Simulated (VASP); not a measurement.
# AlGaN2 (P-4m2) in VASP: a series of runs

Runs on AlGaN2. Level: LDA. Tasks: single point, relaxation of shape and atoms at fixed volume.

All numbers are computed with VASP 6.6.1; they aren't measurements. Logs are shortened: lines on timing, memory, paths and dates and some standing lists are left out, and cuts for length are marked.

### 1 The cell of the first run

It takes space group P-4m2 (No. 115, tetragonal). Conventional cell: a = 3.176 Å, b = 3.176 Å, c = 4.470 Å, α = 90.00°, β = 90.00°, γ = 90.00°. Al (site symmetry -4m2) has 4 N at 1.92 Å within 2.5 Å. Ga (site symmetry -4m2) has 4 N at 1.97 Å within 2.6 Å. Within 2.5 Å of N (site symmetry 2mm) lie 2 Al at 1.92 Å and 2 Ga at 1.97 Å.

### 2 Single point, LDA (volume scaled by 1.06, then relaxed in part)

INCAR

```
  PREC = Accurate
  ENCUT = 520
  EDIFF = 1E-7
  ISMEAR = 0
  SIGMA = 0.02
  LREAL = F
  LASPH = T
  NELM = 80
  ALGO = Normal
  ISIF = 2
  LWAVE = F
  LCHARG = F
  GGA = CA
  NBANDS = 21
```

KPOINTS

```
Automatic mesh
0
Gamma
  8 8 6
```

POSCAR

```
AlGaN2
1.0
    3.1763860280      0.0000000000      0.0000000000
    0.0000000000      3.1763860280      0.0000000000
    0.0000000000      0.0000000000      4.4703192781
Al Ga N
1 1 2
Direct
    0.5000000000      0.5000000000      0.5000000000
    0.0000000000      0.0000000000      0.0000000000
    0.5000000000      0.0000000000      0.7400513253
    0.0000000000      0.5000000000      0.2599486747
```

Potentials or basis: VASP PAW LDA potentials, release 64 (Al, Ga_d, N).

The run is started by

```bash
$ cat potpaw_LDA.64/Al/POTCAR potpaw_LDA.64/Ga_d/POTCAR potpaw_LDA.64/N/POTCAR > POTCAR
$ mpirun -np 1 vasp_std > vasp.out
```

OUTCAR:

```text
PREC = Accurate
   ENCUT = 520
   EDIFF = 1E-7
   ISMEAR = 0
   LREAL = F
   LASPH = T
   NELM = 80
   ISIF = 2
   GGA = CA

 ion  position               nearest neighbor table
   1  0.500  0.500  0.500-   3 1.92   4 1.92   3 1.92   4 1.92
   2  0.000  0.000  0.000-   3 1.97   4 1.97   4 1.97   3 1.97
   3  0.500  0.000  0.740-   1 1.92   1 1.92   2 1.97   2 1.97
   4  0.000  0.500  0.260-   1 1.92   1 1.92   2 1.97   2 1.97

  LATTYP: Found a simple tetragonal cell.
 ALAT       =     3.1763860280
 C/A-ratio  =     1.4073602008

  Lattice vectors:

 A1 = (   3.1763860280,   0.0000000000,   0.0000000000)
 A2 = (   0.0000000000,   3.1763860280,   0.0000000000)
 A3 = (   0.0000000000,   0.0000000000,   4.4703192781)

Analysis of symmetry for initial positions (statically):
=====================================================================
 Subroutine PRICEL returns:
 Original cell was already a primitive cell.

 Routine SETGRP: Setting up the symmetry group for a
 simple tetragonal supercell.

 Subroutine GETGRP returns: Found  8 space group operations
 (whereof  8 operations were pure point group operations)
 out of a pool of 16 trial point group operations.

The static configuration has the point symmetry D_2d.

Analysis of symmetry for dynamics (positions and initial velocities):
=====================================================================
 Subroutine PRICEL returns:
 Original cell was already a primitive cell.

 Routine SETGRP: Setting up the symmetry group for a
 simple tetragonal supercell.

 Subroutine GETGRP returns: Found  8 space group operations
 (whereof  8 operations were pure point group operations)
 out of a pool of 16 trial point group operations.

The dynamic configuration has the point symmetry D_2d.

 Subroutine INISYM returns: Found  8 space group operations
 (whereof  8 operations are pure point group operations),
 and found     1 'primitive' translations

----------------------------------------------------------------------------------------

                                     Primitive cell

  volume of cell :      45.1030

  direct lattice vectors                    reciprocal lattice vectors
[... 80 lines left out ...]
   NGXF,Y,Z  is equivalent  to a cutoff of  25.12, 25.12, 26.78 a.u.
 SYSTEM =  unknown system
   PREC   = accura    normal or accurate (medium, high low for compatibility)
   ISTART =      0    job   : 0-new  1-cont  2-samecut
   ICHARG =      2    charge: 1-file 2-atom 10-const
   ISPIN  =      1    spin polarized calculation?
   LNONCOLLINEAR =      F non collinear calculations
   LSORBIT =      F    spin-orbit coupling
   LASPH  =      T    aspherical Exc in radial PAW
   ENCUT  =  520.0 eV  38.22 Ry    6.18 a.u.   5.91  5.91  8.31*2*pi/ulx,y,z
   NELM   =     80;   NELMIN=  2; NELMDL= -5     # of ELM steps
   EDIFF  = 0.1E-06   stopping-criterion for ELM
   LREAL  =      F    real-space projection
   EDIFFG = 0.1E-05   stopping-criterion for IOM
   NSW    =      0    number of steps for IOM
   IBRION =     -1    ionic relax: 0-MD 1-quasi-New 2-CG
   NFREE  =      0    steps in history (QN), initial steepest desc. (CG)
   ISIF   =      2    stress and relaxation
   ISYM   =      2    0-nonsym 1-usesym 2-fastsym
   POTIM  = 0.5000    time-step for ionic-motion
   TEBEG  =    0.0;   TEEND  =   0.0 temperature during run
   PSTRESS=    0.0 pullay stress
   NELECT =      26.0000    total number of electrons
   NUPDOWN=      -1.0000    fix difference up-down
   EMIN   =  10.00;   EMAX   =-10.00  energy-range for DOS
   EFERMI =   0.00;   METHOD = LEGACY
   ISMEAR =     0;   SIGMA  =   0.02  broadening in eV -4-tet -1-fermi 0-gaus
   EFERMI_NEDOS =   21; number of points for ismear=-14 and -15
   IALGO  =     38    algorithm
   IMIX   =      4    mixing-type and parameters
     AMIX     =   0.40;   BMIX     =  1.00
     AMIX_MAG =   1.60;   BMIX_MAG =  1.00
  volume/ion in A,a.u.               =      11.28        76.09
  Fermi-wavevector in a.u.,A,eV,Ry     =   1.362482  2.574718 25.257290  1.856358
  Thomas-Fermi vector in A             =   2.488968
   LORBIT       =      0    0 simple, 1 ext, 2 COOP (PROOUT), +10 PAW based schemes
   GGA     = CA    functional components
   LHFCALC =     F    Hartree Fock is set to
   AEXX    =    0.0000 exact exchange contribution
   IVDW    =     0    specifies the selected vdW correction
   LEPSILON=     F    determine dielectric tensor
   LRPA    =     F    only Hartree local field effects (RPA)
 non-spin polarized calculation
 Gauss-broadening in eV      SIGMA  =   0.02
  energy-cutoff  :      520.00
  volume of cell :       45.10
 maximum number of plane-waves:      1240
 NGX is ok and might be reduce to    24
   NGX = 11   NGY = 11   NGZ = 17

 number of electron      25.9999988 magnetization

 Free energy of the ion-electron system (eV)
  ---------------------------------------------------
  ext. energy  EPLUGINS =         0.00000000
  ---------------------------------------------------
  free energy    TOTEN  =       -30.23969624 eV

  energy without entropy =      -30.23969624  energy(sigma->0) =      -30.23969624

 E-fermi :   5.1977     XC(G=0): -11.5634

 val. band max:        5.0600267594   @ k =   0.0000   0.0000   0.0000
 cond. band min:       7.6955583539   @ k =   0.0000   0.0000   0.0000
 fundamental gap:      2.6355315945
 Fermi energy:         5.1977434824

 k-point     1 :       0.0000    0.0000    0.0000
  band No.  band energies     occupation
      1     -10.0652      2.00000
      2      -8.9022      2.00000
      3      -8.0359      2.00000
      4      -8.0359      2.00000
      5      -7.9918      2.00000
      6      -7.8501      2.00000
[... 565 lines left out ...]
     20      16.8249      0.00000
     21      16.8452      0.00000

 [... further k-points ...]
[... 5 lines left out ...]
  --------------------------------------------------------------------------------------
  -------------------------------------------------------------------------------------
  Total       -2.8254666     -2.8254666     -2.7839561      0.0000000      0.0000000      0.0000000
  in kB     -100.3680895   -100.3680895    -98.8935293      0.0000000      0.0000000      0.0000000
  external PRESSURE =     -99.8765694 kB  Pullay stress =       0.0000000 kB

 VOLUME and BASIS-vectors are now :
 -----------------------------------------------------------------------------
  energy-cutoff  :      520.00
  volume of cell :       45.10
      direct lattice vectors                 reciprocal lattice vectors
     3.176386028  0.000000000  0.000000000     0.314823196  0.000000000  0.000000000
     0.000000000  3.176386028  0.000000000     0.000000000  0.314823196  0.000000000
     0.000000000  0.000000000  4.470319278     0.000000000  0.000000000  0.223697669

 POSITION                                       TOTAL-FORCE (eV/Angst)
 -----------------------------------------------------------------------------------
      1.58819      1.58819      2.23516        -0.000000      0.000000     -0.000000
      0.00000      0.00000      0.00000        -0.000000     -0.000000     -0.000000
      1.58819      0.00000      3.30827         0.000000     -0.000000     -0.019233
      0.00000      1.58819      1.16205        -0.000000     -0.000000      0.019233
 -----------------------------------------------------------------------------------
    total drift:                               -0.000000      0.000000     -0.000000

  FREE ENERGIE OF THE ION-ELECTRON SYSTEM (eV)
  ---------------------------------------------------
  free  energy   TOTEN  =       -30.2396962368 eV

  energy  without entropy=      -30.2396962368  energy(sigma->0) =      -30.23969624
```

OSZICAR:

```text
N       E                     dE             d eps       ncg     rms          rms(c)
DAV:   1     0.173279465414E+03    0.17328E+03   -0.12972E+04  2763   0.181E+03
DAV:   2    -0.131530804901E+02   -0.18643E+03   -0.17399E+03  2818   0.418E+02
DAV:   3    -0.341802944820E+02   -0.21027E+02   -0.20769E+02  2959   0.107E+02
DAV:   4    -0.347523888775E+02   -0.57209E+00   -0.57113E+00  3035   0.190E+01
DAV:   5    -0.347623674687E+02   -0.99786E-02   -0.99770E-02  2889   0.240E+00    0.113E+01
DAV:   6    -0.303202685036E+02    0.44421E+01   -0.14620E+01  3914   0.499E+01    0.393E+00
DAV:   7    -0.303023374608E+02    0.17931E-01   -0.90135E-01  2635   0.783E+00    0.263E+00
DAV:   8    -0.302543193454E+02    0.48018E-01   -0.22870E-01  2979   0.424E+00    0.113E+00
DAV:   9    -0.302394613071E+02    0.14858E-01   -0.42726E-02  3258   0.295E+00    0.419E-01
DAV:  10    -0.302397215184E+02   -0.26021E-03   -0.64074E-03  2932   0.520E-01    0.110E-01
DAV:  11    -0.302397040556E+02    0.17463E-04   -0.17046E-04  3562   0.152E-01    0.325E-02
DAV:  12    -0.302396958879E+02    0.81677E-05   -0.40054E-05  3511   0.749E-02    0.114E-02
DAV:  13    -0.302396962210E+02   -0.33312E-06   -0.29306E-06  2952   0.141E-02    0.449E-03
DAV:  14    -0.302396962368E+02   -0.15799E-07   -0.24344E-07  2444   0.394E-03
   1 F= -.30239696E+02 E0= -.30239696E+02  d E =-.150380E-24
```

stdout:

```text
POSCAR found type information on POSCAR AlGaN
 POSCAR found :  3 types and       4 ions
 scaLAPACK will be used
 LDA part: xc-table for (Slater(with rela. corr.)+CA(PZ))
 , standard interpolation
 POSCAR, INCAR and KPOINTS ok, starting setup
 FFT: planning ... GRIDC
 FFT: planning ... GRID_SOFT
 FFT: planning ... GRID
 WAVECAR not read
 entering main loop
```

It took 26 s on 1 thread of AMD EPYC 9R45 (Zen 5), shared host; peak memory 0.15 GiB.

What came out:

```
Free energy            : -30.2397 eV
Pressure               : -10.0 GPa
Largest force          : 0.019 eV/Å
Band gap on the k mesh : 2.64 eV, direct
```

Forces in eV/Å, atoms in the order of the input:
```
Al   0.000  0.000  0.000
Ga   0.000  0.000  0.000
N    0.000  0.000 -0.019
N    0.000  0.000  0.019
```

Stress tensor (GPa, compression positive):
```
-10.04   0.00   0.00
  0.00 -10.04   0.00
  0.00   0.00  -9.89
```

Caveat: the cell differs from its parent crystal (volume scaled by 1.06, then relaxed in part).

### 3 Single point, LDA (volume scaled by 1.10, then relaxed in part)

INCAR

```
SYSTEM = AlGaN2
  ALGO = Normal
  EDIFF = 1E-6
  ENCUT = 520
  GGA = CA
  ISIF = 2
  ISMEAR = 0
  LASPH = .TRUE.
  LCHARG = .FALSE.
  LREAL = .FALSE.
  LWAVE = .FALSE.
  NBANDS = 21
  NELM = 80
  PREC = Accurate
  SIGMA = 0.02
```

KPOINTS

```
k-points
0
G
  8 8 6
  0 0 0
```

POSCAR

```
AlGaN2
1.0
    3.2144251115      0.0000000000      0.0000000000
    0.0000000000      3.2144251115      0.0000000000
    0.0000000000      0.0000000000      4.5298653403
Al Ga N
1 1 2
Direct
    0.5000000000      0.5000000000      0.5000000000
    0.0000000000      0.0000000000      0.0000000000
    0.5000000000      0.0000000000      0.7401097983
    0.0000000000      0.5000000000      0.2598902017
```

Potentials or basis: VASP PAW LDA potentials, release 64 (Al, Ga_d, N).

The run is started by

```bash
$ cat potpaw_LDA.64/Al/POTCAR potpaw_LDA.64/Ga_d/POTCAR potpaw_LDA.64/N/POTCAR > POTCAR
$ mpirun -np 1 vasp_std > vasp.out
```

It took 24 s on 1 thread of AMD EPYC 9R45 (Zen 5), shared host; peak memory 0.15 GiB.

It converged, with:

* Free energy: -30.1039 eV
* Pressure: -15.6 GPa
* Largest force: 0.021 eV/Å
* Band gap on the k mesh: 2.37 eV, direct

Forces in eV/Å, atoms in the order of the input:
```
Al   0.000  0.000  0.000
Ga   0.000  0.000  0.000
N    0.000  0.000 -0.021
N    0.000  0.000  0.021
```

Levels at points of the mesh, in eV from the valence-band top:
```csv
k point,band 11,band 12,band 13,band 14,band 15,band 16
"(0.00, 0.00, 0.00)",-0.18,0.00,0.00,2.37,3.41,7.04
"(0.50, 0.00, 0.00)",-2.74,-0.91,-0.65,6.42,6.85,7.64
"(0.50, 0.50, 0.00)",-2.13,-2.13,-2.12,3.21,3.21,5.80
"(0.00, 0.00, 0.50)",-1.44,-0.96,-0.96,4.89,4.98,7.26
"(0.50, 0.00, 0.50)",-0.81,-0.59,-0.55,4.58,5.96,8.68
"(0.50, 0.50, 0.50)",-3.06,-3.01,-3.01,5.94,5.94,8.00
```

Caveat: the cell differs from its parent crystal (volume scaled by 1.10, then relaxed in part).

### 4 Relaxation of shape and atoms at fixed volume, LDA (volume scaled by 0.88)

INCAR

```
PREC = Accurate ; ENCUT = 600
EDIFF = 1E-6 ; ISMEAR = 0
SIGMA = 0.02 ; LREAL = F
LASPH = T ; NELM = 80
ALGO = Normal ; ISIF = 4
LWAVE = F ; LCHARG = F
IBRION = 2 ; NSW = 50
EDIFFG = -0.01
```

KPOINTS

```
Automatic mesh
0
Gamma
  8 8 6
```

POSCAR

```
AlGaN2
1.0
    2.9881812495      0.0000000000      0.0000000000
    0.0000000000      2.9881812495      0.0000000000
    0.0000000000      0.0000000000      4.1934167993
Al Ga N
1 1 2
Direct
    0.5000000000      0.5000000000      0.5000000000
    0.0000000000      0.0000000000      0.0000000000
    0.5000000000      0.0000000000      0.7396026286
    0.0000000000      0.5000000000      0.2603973714
```

The run is started by

```bash
$ cat potpaw_LDA.64/Al/POTCAR potpaw_LDA.64/Ga_d/POTCAR potpaw_LDA.64/N/POTCAR > POTCAR
$ mpirun -np 1 vasp_std > vasp.out
```

Run time: 36 s. Hardware: 1 thread of AMD EPYC 9R45 (Zen 5), shared host; peak memory 0.15 GiB.

The run converged. Its results:

| Item | Value |
| --- | --- |
| Free energy | -29.7869 eV |
| Energy gained by relaxing | 0.0 meV/atom |
| Ionic steps | 3 |
| Pressure after relaxing | 35.6 GPa |
| Largest force after relaxing | 0.009 eV/Å |
| Band gap on the k mesh | 3.28 eV, indirect (least direct gap 3.62 eV) |

Forces in eV/Å, atoms in the order of the input:
```
Al   0.000  0.000  0.000
Ga   0.000  0.000  0.000
N    0.000  0.000  0.009
N    0.000  0.000 -0.009
```

Stress tensor (GPa, compression positive):
```
35.69  0.00  0.00
 0.00 35.69  0.00
 0.00  0.00 35.50
```

Step by step:
| step | energy change (eV) | largest force (eV/Å) | pressure (GPa) | volume (Å³) |
| --- | --- | --- | --- | --- |
| 1 | 0.0000 | 0.0555 | 35.61 | 37.44 |
| 2 | -0.0001 | 0.0363 | 35.60 | 37.44 |
| 3 | -0.0001 | 0.0087 | 35.63 | 37.44 |

Final structure:
```
CELL_PARAMETERS angstrom
2.98854 0.00000 0.00000
0.00000 2.98854 0.00000
0.00000 0.00000 4.19240
ATOMIC_POSITIONS crystal
Al 0.50000 0.50000 0.50000
Ga 0.00000 0.00000 0.00000
N 0.50000 0.00000 0.73916
N 0.00000 0.50000 0.26084
```

Levels at points of the mesh, in eV from the valence-band top:
```
           k point  band 11  band 12  band 13  band 14  band 15  band 16
(0.00, 0.00, 0.00)    -0.33     0.00     0.00     3.62     4.04     8.24
(0.50, 0.00, 0.00)    -3.24    -1.15    -0.84     7.56     8.21     8.74
(0.50, 0.50, 0.00)    -2.66    -2.66    -2.62     3.28     3.28     7.09
(0.00, 0.00, 0.50)    -1.90    -1.12    -1.12     5.87     6.02     9.19
(0.50, 0.00, 0.50)    -1.02    -0.67    -0.65     6.38     7.66     9.90
(0.50, 0.50, 0.50)    -3.87    -3.87    -3.76     6.47     6.47    10.51
```

Caveat: the cell differs from its parent crystal (volume scaled by 0.88).

### 5 Single point, LDA

This run uses another cell than the first one, of 10.21 Å³/atom, 0.906 times its volume.

INCAR

```
SYSTEM = AlGaN2
PREC = Accurate ; ENCUT = 910
EDIFF = 1E-6 ; ISMEAR = 0
SIGMA = 0.02 ; LREAL = .False.
LASPH = .True. ; NELM = 120
ALGO = Normal ; ISIF = 2
LWAVE = .False. ; LCHARG = .True.
LELF = .True. ; LVHAR = .True.
NBANDS = 21 ; GGA_COMPAT = .False.
```

KPOINTS

```
Automatic mesh
0
Gamma
  8 8 6
  0 0 0
```

POSCAR

```
AlGaN2
1.0
    3.1152864669      0.0000000000      0.0000000000
    0.0000000000      3.1152864669      0.0000000000
    0.0000000000      0.0000000000      4.2089569927
Al Ga N
1 1 2
Direct
    0.5000000000      0.5000000000      0.5000000000
    0.0000000000      0.0000000000      0.0000000000
    0.5000000000      0.0000000000      0.7392191729
    0.0000000000      0.5000000000      0.2607808271
```

Potentials or basis: VASP PAW LDA potentials, release 64 (Al, Ga_d, N_h).

The run is started by

```bash
$ cat potpaw_LDA.64/Al/POTCAR potpaw_LDA.64/Ga_d/POTCAR potpaw_LDA.64/N_h/POTCAR > POTCAR
$ mpirun -np 1 vasp_std > vasp.out
```

It took 68 s on 1 thread of Intel Xeon Platinum 8259CL at 2.50GHz (Skylake/Cascade Lake), shared host; peak memory 0.25 GiB.

It converged, with:

```
Free energy            : -30.2482 eV
Pressure               : 9.7 GPa
Largest force          : 0.028 eV/Å
Band gap on the k mesh : 3.41 eV, indirect (least direct gap 3.42 eV)
```

Forces in eV/Å, atoms in the order of the input:
```
Al   0.000  0.000  0.000
Ga   0.000  0.000  0.000
N    0.000  0.000 -0.028
N    0.000  0.000  0.028
```

Stress tensor (GPa, compression positive):
```
 8.29  0.00  0.00
 0.00  8.29  0.00
 0.00  0.00 12.62
```

Levels at points of the mesh, in eV from the valence-band top:
```tsv
k point	band 10	band 11	band 12	band 13	band 14	band 15	band 16	band 17
(0.00, 0.00, 0.00)	-2.68	-0.11	0.00	0.00	3.42	3.45	7.40	11.69
(0.50, 0.00, 0.00)	-2.95	-2.79	-1.16	-0.90	7.24	7.59	7.92	8.60
(0.50, 0.50, 0.00)	-2.28	-2.27	-2.27	-2.25	3.41	3.41	6.91	9.12
(0.00, 0.00, 0.50)	-1.79	-1.79	-1.15	-1.15	5.59	5.83	8.28	9.26
(0.50, 0.00, 0.50)	-1.13	-0.76	-0.72	-0.39	5.67	6.96	9.47	9.80
(0.50, 0.50, 0.50)	-4.30	-3.48	-3.48	-3.45	6.58	6.58	9.57	10.98
```

Caveat: the cutoff is under 1.25 times the usual one of these potentials, so pressure, stress and relaxed cells hold a basis-set (Pulay) error.

### 6 The runs side by side

| task | potentials or basis | cell | cutoff (eV) | second run | gap on the mesh (eV) | pressure (GPa) | largest force (eV/Å) |
| --- | --- | --- | --- | --- | --- | --- | --- |
| single point | VASP PAW LDA potentials, release 64 (Al, Ga_d, N) | a = 3.176, b = 3.176, c = 4.470 Å, 4 atoms | 520 | - | 2.64 | -10.0 | 0.02 |
| single point | VASP PAW LDA potentials, release 64 (Al, Ga_d, N) | a = 3.214, b = 3.214, c = 4.530 Å, 4 atoms | 520 | - | 2.37 | -15.6 | 0.02 |
| relaxation of shape and atoms at fixed volume | VASP PAW LDA potentials, release 64 (Al, Ga_d, N) | relaxed from a = 2.988, b = 2.988, c = 4.193 Å, 4 atoms | 600 | - | 3.28 | 35.6 | 0.01 |
| single point | VASP PAW LDA potentials, release 64 (Al, Ga_d, N_h) | a = 3.115, b = 3.115, c = 4.209 Å, 4 atoms | 910 | hard_potentials | 3.41 | 9.7 | 0.03 |

Alike in all rows: level LDA; no spin polarisation; k mesh 8 × 8 × 6; smearing gaussian 0.02 eV.

Caveats: the cutoff is under 1.25 times the usual one of these potentials, so pressure, stress and relaxed cells hold a basis-set (Pulay) error (some runs).

Total energies depend on the potentials used, so only differences within one code and one set of settings carry meaning.
